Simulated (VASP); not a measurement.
# WS2 (C2/m) in VASP: single point with r2SCAN+rVV10

Aim: the single point of WS2 with r2SCAN+rVV10.

Program: VASP 6.6.1. These are calculated values, not measurements. Logs are shortened: lines on timing, memory, paths and dates and some standing lists are left out, and cuts for length are marked.

### 1 The cell of the first run

The structure is monoclinic, space group C2/m (No. 12). The conventional cell has a = 5.560 Å, b = 3.211 Å, c = 12.221 Å, α = 90.00°, β = 98.64°, γ = 90.00°. Within 3.3 Å of W (site symmetry m) lie 6 S at 2.42 Å and 6 W at 3.21 Å. Within 3.3 Å of S (site symmetry m) lie 3 W at 2.42 Å and 6 S at 3.21 Å. Within 3.7 Å of S (site symmetry m) lie 3 W at 2.42 Å and 12 S at 3.21 to 3.62 Å.

### 2 Single point, r2SCAN+rVV10

POSCAR

```
WS2
1.0
    2.7756533818     -1.6054006491     -0.1589797290
    2.7756533818      1.6054006491     -0.1589797290
   -3.0271747819      0.0000000000     12.2756270775
W S
2 4
Direct
    0.3339842525      0.3339842525      0.7521780162
    0.6660157475      0.6660157475      0.2478219838
   -0.0855632207     -0.0855632207      0.6237264036
    1.0855632207      1.0855632207      0.3762735964
    0.7535142045      0.7535142045      0.8807746056
    0.2464857955      0.2464857955      0.1192253944
```

INCAR.step1

```
SYSTEM = WS2
  PREC = Accurate
  ENCUT = 520
  ISMEAR = -1
  SIGMA = 0.03
  LREAL = .FALSE.
  LASPH = .TRUE.
  NELM = 80
  NBANDS = 35
  GGA = PE
  ALGO = Normal
  EDIFF = 1E-4
  LWAVE = .TRUE.
  LCHARG = .FALSE.
```

INCAR.step2

```
SYSTEM = WS2
  PREC = Accurate
  ENCUT = 520
  EDIFF = 1E-7
  ISMEAR = -1
  SIGMA = 0.03
  LREAL = .FALSE.
  LASPH = .TRUE.
  NELM = 80
  ALGO = Normal
  ISIF = 2
  LWAVE = .FALSE.
  LCHARG = .FALSE.
  METAGGA = R2SCAN
  LMIXTAU = .TRUE.
  LUSE_VDW = .TRUE.
  IVDW_NL = 2
  BPARAM = 11.95
  CPARAM = 0.0093
  NBANDS = 35
  ISTART = 1
```

KPOINTS

```
Automatic mesh
0
G
  10 10 4
  0 0 0
```

Potentials or basis: VASP PAW PBE potentials, release 64 (W_sv, S).

Run with:

```sh
$ cat potpaw_PBE.64/W_sv/POTCAR potpaw_PBE.64/S/POTCAR > POTCAR
$ cp INCAR.step1 INCAR
$ mpirun -np 1 vasp_std > vasp.out
$ cp INCAR.step2 INCAR
$ mpirun -np 1 vasp_std > vasp.out
```

OUTCAR:

```text
SYSTEM = WS2
   PREC = Accurate
   ENCUT = 520
   EDIFF = 1E-7
   ISMEAR = -1
   LREAL = .FALSE.
   LASPH = .TRUE.
   NELM = 80
   ISIF = 2
   METAGGA = R2SCAN
   IVDW_NL = 2
   BPARAM = 11.95
   ISTART = 1

 ion  position               nearest neighbor table
   1  0.334  0.334  0.752-   3 2.42   3 2.42   3 2.42   5 2.42   5 2.42   5 2.42
   2  0.666  0.666  0.248-   4 2.42   4 2.42   4 2.42   6 2.42   6 2.42   6 2.42
   3  0.914  0.914  0.624-   1 2.42   1 2.42   1 2.42
   4  0.086  0.086  0.376-   2 2.42   2 2.42   2 2.42
   5  0.754  0.754  0.881-   1 2.42   1 2.42   1 2.42
   6  0.246  0.246  0.119-   2 2.42   2 2.42   2 2.42

  Warning from LATTYP: Got some problem with cell dimensions!
  Tried to take original basis but could not verify dimensions!
  LATTYP: Found a base centered monoclinic cell.
 ALAT       =     5.5604051112
 B/A-ratio  =     0.5774401746
 C/A-ratio  =     2.1978924648
 COS(beta)  =    -0.1502498272

  Lattice vectors:

 A1 = (  -2.7756533818,   1.6054006491,   0.1589797290)
 A2 = (  -2.7756533818,  -1.6054006491,   0.1589797290)
 A3 = (   2.5241319817,   0.0000000000,  11.9576676195)

Analysis of symmetry for initial positions (statically):
=====================================================================
 Subroutine PRICEL returns:
 Original cell was already a primitive cell.

 Routine SETGRP: Setting up the symmetry group for a
 base centered monoclinic supercell.

 Subroutine GETGRP returns: Found  4 space group operations
 (whereof  4 operations were pure point group operations)
 out of a pool of  4 trial point group operations.

The static configuration has the point symmetry C_2h.

Analysis of symmetry for dynamics (positions and initial velocities):
=====================================================================
 Subroutine PRICEL returns:
 Original cell was already a primitive cell.

 Routine SETGRP: Setting up the symmetry group for a
 base centered monoclinic supercell.

 Subroutine GETGRP returns: Found  4 space group operations
 (whereof  4 operations were pure point group operations)
 out of a pool of  4 trial point group operations.

The dynamic configuration has the point symmetry C_2h.

 Subroutine INISYM returns: Found  4 space group operations
 (whereof  4 operations are pure point group operations),
 and found     1 'primitive' translations

----------------------------------------------------------------------------------------

                                     Primitive cell

  volume of cell :     107.8560

  direct lattice vectors                    reciprocal lattice vectors
     2.775653382 -1.605400649 -0.158979729     0.182718558 -0.311448734  0.045058473
     2.775653382  1.605400649 -0.158979729     0.182718558  0.311448734  0.045058473
    -3.027174782  0.000000000 12.275627077     0.004732719  0.000000000  0.082629324

  length of vectors
     3.210426373  3.210426373 12.643370093     0.363890988  0.363890988  0.082764750

  position of ions in fractional coordinates (direct lattice)
     0.333984253  0.333984253  0.752178016
     0.666015747  0.666015747  0.247821984
     0.914436779  0.914436779  0.623726404
     0.085563221  0.085563221  0.376273596
     0.753514205  0.753514205  0.880774606
     0.246485795  0.246485795  0.119225394

  ion indices of the primitive-cell ions
   primitive index   ion index
                 1           1
                 2           2
                 3           3
                 4           4
                 5           5
                 6           6

----------------------------------------------------------------------------------------

 KPOINTS: Automatic mesh

Automatic generation of k-mesh.
 Grid dimensions read from file:
 generate k-points for:   10   10    4

 Generating k-lattice:

  Cartesian coordinates                     Fractional coordinates (reciprocal lattice)
     0.018271856 -0.031144873  0.004505847     0.100000000  0.000000000  0.000000000
     0.018271856  0.031144873  0.004505847     0.000000000  0.100000000  0.000000000
     0.001183180  0.000000000  0.020657331    -0.000000000 -0.000000000  0.250000000

  Length of vectors
     0.036389099  0.036389099  0.020691187

  Shift w.r.t. Gamma in fractional coordinates (k-lattice)
     0.000000000  0.000000000  0.000000000

 Subroutine IBZKPT returns following result:
 ===========================================

 Found    117 irreducible k-points:

 Following reciprocal coordinates:
            Coordinates               Weight
  0.000000  0.000000  0.000000      1.000000
  0.100000  0.000000  0.000000      4.000000
  0.200000  0.000000  0.000000      4.000000
  0.300000  0.000000  0.000000      4.000000
  0.400000  0.000000 -0.000000      4.000000
  0.500000  0.000000 -0.000000      2.000000
[... 16 lines left out ...]
  0.300000  0.300000  0.000000      2.000000
  0.400000  0.300000  0.000000      4.000000
 [... further k-points ...]
   k-points           NKPTS =    117   k-points in BZ     NKDIM =    117   number of bands    NBANDS=     35
   number of dos      NEDOS =    301   number of ions     NIONS =      6
   total plane-waves  NPLWV =  55296
   dimension x,y,z NGX =    24 NGY =   24 NGZ =   96
   dimension x,y,z NGXF=    48 NGYF=   48 NGZF=  192
   ions per type =               2   4
   NGX,Y,Z   is equivalent  to a cutoff of  12.43, 12.43, 12.62 a.u.
   NGXF,Y,Z  is equivalent  to a cutoff of  24.86, 24.86, 25.25 a.u.
 SYSTEM =  WS2
   PREC   = accura    normal or accurate (medium, high low for compatibility)
   ISTART =      1    job   : 0-new  1-cont  2-samecut
   ICHARG =      0    charge: 1-file 2-atom 10-const
   ISPIN  =      1    spin polarized calculation?
   LNONCOLLINEAR =      F non collinear calculations
   LSORBIT =      F    spin-orbit coupling
   LASPH  =      T    aspherical Exc in radial PAW
   ENCUT  =  520.0 eV  38.22 Ry    6.18 a.u.   5.97  5.97 23.51*2*pi/ulx,y,z
   NELM   =     80;   NELMIN=  2; NELMDL=  0     # of ELM steps
   EDIFF  = 0.1E-06   stopping-criterion for ELM
   LREAL  =      F    real-space projection
   EDIFFG = 0.1E-05   stopping-criterion for IOM
   NSW    =      0    number of steps for IOM
   IBRION =     -1    ionic relax: 0-MD 1-quasi-New 2-CG
   NFREE  =      0    steps in history (QN), initial steepest desc. (CG)
   ISIF   =      2    stress and relaxation
   ISYM   =      2    0-nonsym 1-usesym 2-fastsym
   POTIM  = 0.5000    time-step for ionic-motion
   TEBEG  =    0.0;   TEEND  =   0.0 temperature during run
   PSTRESS=    0.0 pullay stress
   NELECT =      52.0000    total number of electrons
   NUPDOWN=      -1.0000    fix difference up-down
   EMIN   =  10.00;   EMAX   =-10.00  energy-range for DOS
   EFERMI =   0.00;   METHOD = LEGACY
   ISMEAR =    -1;   SIGMA  =   0.03  broadening in eV -4-tet -1-fermi 0-gaus
   EFERMI_NEDOS =   21; number of points for ismear=-14 and -15
   IALGO  =     38    algorithm
   IMIX   =      4    mixing-type and parameters
     AMIX     =   0.40;   BMIX     =  1.00
     AMIX_MAG =   1.60;   BMIX_MAG =  1.00
  volume/ion in A,a.u.               =      17.98       121.31
  Fermi-wavevector in a.u.,A,eV,Ry     =   1.283693  2.425828 22.420596  1.647867
  Thomas-Fermi vector in A             =   2.415931
   LORBIT       =      0    0 simple, 1 ext, 2 COOP (PROOUT), +10 PAW based schemes
   METAGGA = R2SCAN    functional components
   LHFCALC =     F    Hartree Fock is set to
   AEXX    =    0.0000 exact exchange contribution
   IVDW_NL    =     2    kernel type
   BPARAM     =11.9500
   IVDW    =     0    specifies the selected vdW correction
   LEPSILON=     F    determine dielectric tensor
   LRPA    =     F    only Hartree local field effects (RPA)
 non-spin polarized calculation
  energy-cutoff  :      520.00
  volume of cell :      107.86
 maximum number of plane-waves:      2931
   NGX = 11   NGY = 11   NGZ = 47

 number of electron      52.0000002 magnetization

 Free energy of the ion-electron system (eV)
  ---------------------------------------------------
  ext. energy  EPLUGINS =         0.00000000
  ---------------------------------------------------
  free energy    TOTEN  =      -137.32198770 eV

  energy without entropy =     -137.31752469  energy(sigma->0) =     -137.31975619

 E-fermi :   7.4924     XC(G=0): -11.6736

 val. band max:        7.4744562345   @ k =  -0.2000   0.2000   0.2500
 cond. band min:       7.5080221975   @ k =   0.1000  -0.0000   0.2500
 fundamental gap:      0.0335659630
 Fermi energy:         7.4923940805

 k-point     1 :       0.0000    0.0000    0.0000
  band No.  band energies     occupation
      1     -69.4856      2.00000
      2     -69.4856      2.00000
      3     -32.9880      2.00000
      4     -32.9880      2.00000
      5     -32.9879      2.00000
      6     -32.9879      2.00000
[... 27 lines left out ...]
     34      11.2150      0.00000
     35      13.5606      0.00000

 k-point     2 :       0.1000    0.0000    0.0000
  band No.  band energies     occupation
      1     -69.4840      2.00000
      2     -69.4840      2.00000
      3     -33.0197      2.00000
      4     -33.0197      2.00000
      5     -32.9953      2.00000
      6     -32.9953      2.00000
[... 27 lines left out ...]
     34      11.1679      0.00000
     35      14.2404      0.00000

 k-point     3 :       0.2000    0.0000    0.0000
  band No.  band energies     occupation
      1     -69.4798      2.00000
      2     -69.4798      2.00000
      3     -33.1020      2.00000
      4     -33.1020      2.00000
      5     -33.0146      2.00000
      6     -33.0146      2.00000
[... 27 lines left out ...]
     34      11.1040      0.00000
     35      14.6019      0.00000

 k-point     4 :       0.3000    0.0000    0.0000
  band No.  band energies     occupation
      1     -69.4746      2.00000
      2     -69.4746      2.00000
      3     -33.2021      2.00000
      4     -33.2021      2.00000
      5     -33.0384      2.00000
      6     -33.0384      2.00000
[... 27 lines left out ...]
     34      11.8044      0.00000
     35      13.2403      0.00000

 k-point     5 :       0.4000    0.0000   -0.0000
  band No.  band energies     occupation
      1     -69.4703      2.00000
      2     -69.4703      2.00000
      3     -33.2820      2.00000
      4     -33.2820      2.00000
      5     -33.0575      2.00000
      6     -33.0575      2.00000
[... 638 lines left out ...]
 k-point    22 :      -0.2000    0.2000    0.0000
  band No.  band energies     occupation
      1     -69.4722      2.00000
      2     -69.4722      2.00000
      3     -33.2186      2.00000
      4     -33.2186      2.00000
      5     -33.0796      2.00000
      6     -33.0796      2.00000
[... 27 lines left out ...]
     34      12.6220      0.00000
     35      14.2323      0.00000

 k-point    23 :       0.3000    0.3000    0.0000
  band No.  band energies     occupation
      1     -69.4746      2.00000
      2     -69.4745      2.00000
      3     -33.2021      2.00000
      4     -33.2021      2.00000
      5     -33.0385      2.00000
      6     -33.0385      2.00000
[... 27 lines left out ...]
     34      11.6454      0.00000
     35      13.7092      0.00000

 k-point    24 :       0.4000    0.3000    0.0000
  band No.  band energies     occupation
      1     -69.4716      2.00000
      2     -69.4716      2.00000
      3     -33.2439      2.00000
      4     -33.2439      2.00000
      5     -33.0656      2.00000
      6     -33.0656      2.00000
[... 27 lines left out ...]
     34      12.4786      0.00000
     35      13.5040      0.00000

 [... further k-points ...]
[... 5 lines left out ...]
  --------------------------------------------------------------------------------------
  -------------------------------------------------------------------------------------
  Total        0.1630428      0.1678274      0.4670834      0.0000000      0.0000000     -0.0032618
  in kB        2.4219638      2.4930382      6.9384194      0.0000000      0.0000000     -0.0484535
  external PRESSURE =       3.9511405 kB  Pullay stress =       0.0000000 kB

 VOLUME and BASIS-vectors are now :
 -----------------------------------------------------------------------------
  energy-cutoff  :      520.00
  volume of cell :      107.86
      direct lattice vectors                 reciprocal lattice vectors
     2.775653382 -1.605400649 -0.158979729     0.182718558 -0.311448734  0.045058473
     2.775653382  1.605400649 -0.158979729     0.182718558  0.311448734  0.045058473
    -3.027174782  0.000000000 12.275627077     0.004732719  0.000000000  0.082629324

 POSITION                                       TOTAL-FORCE (eV/Angst)
 -----------------------------------------------------------------------------------
     -0.42293      0.00000      9.12726         0.006716      0.000000      0.113724
      2.94706      0.00000      2.83040        -0.006716      0.000000     -0.113724
      3.18819      0.00000      7.36588         0.002650      0.000000     -0.100315
     -0.66406      0.00000      4.59179        -0.002650      0.000000      0.100315
      1.51673      0.00000     10.57247        -0.009741      0.000000     -0.078327
      1.00740      0.00000      1.38519         0.009741      0.000000      0.078327
 -----------------------------------------------------------------------------------
    total drift:                                0.000000      0.000000      0.000000

  FREE ENERGIE OF THE ION-ELECTRON SYSTEM (eV)
  ---------------------------------------------------
  free  energy   TOTEN  =      -137.3219876955 eV

  energy  without entropy=     -137.3175246871  energy(sigma->0) =     -137.31975619
```

Run time: 17 min. Hardware: 1 thread of Intel Xeon Platinum 8488C (Sapphire Rapids), shared host; peak memory 0.67 GiB.

What came out:

```yaml
Free_energy: -137.3220 eV
Pressure: 0.4 GPa
Largest_force: 0.114 eV/Å
Band_gap_on_the_k_mesh: zero (bands 26 and 27 overlap by 1.22 eV)
```

Forces on the atoms (eV/Å):
```
W    0.007  0.000  0.114
W   -0.007  0.000 -0.114
S    0.003  0.000 -0.100
S   -0.003  0.000  0.100
S   -0.010  0.000 -0.078
S    0.010  0.000  0.078
```

Stress tensor (GPa, compression positive):
```
0.24 0.00 0.00
0.00 0.25 0.00
0.00 0.00 0.69
```

Caveat: the PAW data sets were made with another functional, which shifts forces and pressure a little; spin-orbit coupling is left out, which moves the levels of the heavy elements.

The gap in the log of VASP goes by the Fermi energy; the results here count the filled bands.